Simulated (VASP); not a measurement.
Wanted: the native input for a VASP 6.6.1 run.

```
Task                      : relaxation of the atoms
Functional                : PBE
Dispersion                : D3(BJ)
Potentials or basis       : VASP PAW PBE potentials, release 64 (Pt)
Cutoff                    : 520 eV
k mesh                    : 4 × 4 × 1
Occupations               : gaussian, width 0.1 eV
Spin                      : no spin polarisation
Dipole correction         : yes
Atoms held fixed (from 0) : [0, 1, 2, 3]
Further INCAR settings    : ALGO = Normal; EDIFF = 1e-06; IBRION = 2; EDIFFG = -0.03; NSW = 90
```

The structure of Pt lies in POSCAR:

```
Pt
1.0
    5.5557316927      0.0000000000      0.0000000000
   -2.7778658463      4.8114047825      0.0000000000
    0.0000000000      0.0000000000     20.5362359316
Pt
12
Selective dynamics
Direct
    0.3333333333      0.1666666667      0.3895553220  F F F
    0.3333333333      0.6666666667      0.3895553220  F F F
    0.8333333333      0.1666666667      0.3895553220  F F F
    0.8333333333      0.6666666667      0.3895553220  F F F
    0.6666666667      0.3333333333      0.5000000000  T T T
    0.6666666667      0.8333333333      0.5000000000  T T T
    0.1666666667      0.3333333333      0.5000000000  T T T
    0.1666666667      0.8333333333      0.5000000000  T T T
    0.0000000000      0.5000000000      0.6104446780  T T T
    0.0000000000      0.0000000000      0.6104446780  T T T
    0.5000000000      0.5000000000      0.6104446780  T T T
    0.5000000000      0.0000000000      0.6104446780  T T T
```

The input as run:

INCAR

```
SYSTEM = Pt
  PREC = Accurate
  ENCUT = 520
  EDIFF = 1E-6
  ISMEAR = 0
  SIGMA = 0.1
  LREAL = .FALSE.
  LASPH = .TRUE.
  NELM = 60
  ALGO = Normal
  ISIF = 2
  LWAVE = .FALSE.
  LCHARG = .FALSE.
  LDIPOL = .TRUE.
  IDIPOL = 3
  DIPOL = 0.5 0.5 0.500
  GGA = PE
  IVDW = 12
  IBRION = 2
  NSW = 90
  EDIFFG = -0.03
  KPAR = 2
```

KPOINTS

```
regular mesh
0
G
  4 4 1
  0 0 0
```

Potentials or basis: VASP PAW PBE potentials, release 64 (Pt).

The run is started by

```bash
$ cat potpaw_PBE.64/Pt/POTCAR > POTCAR
$ mpirun -np 2 vasp_std > vasp.out
```

It gave:

```json
{"Energy gained by relaxing": "1.8 meV/atom", "Ionic steps": "5", "Band gap on the k mesh": "zero (bands 60 and 61 overlap by 0.65 eV)", "Dispersion energy per atom": "-0.512 eV"}
```

Caveat: spin-orbit coupling is left out, which moves the levels of the heavy elements.

It took 12 min on 2 MPI ranks on Intel(R) Xeon(R) Platinum 8488C (Sapphire Rapids), on a shared host, peak memory 0.69 GiB a rank.
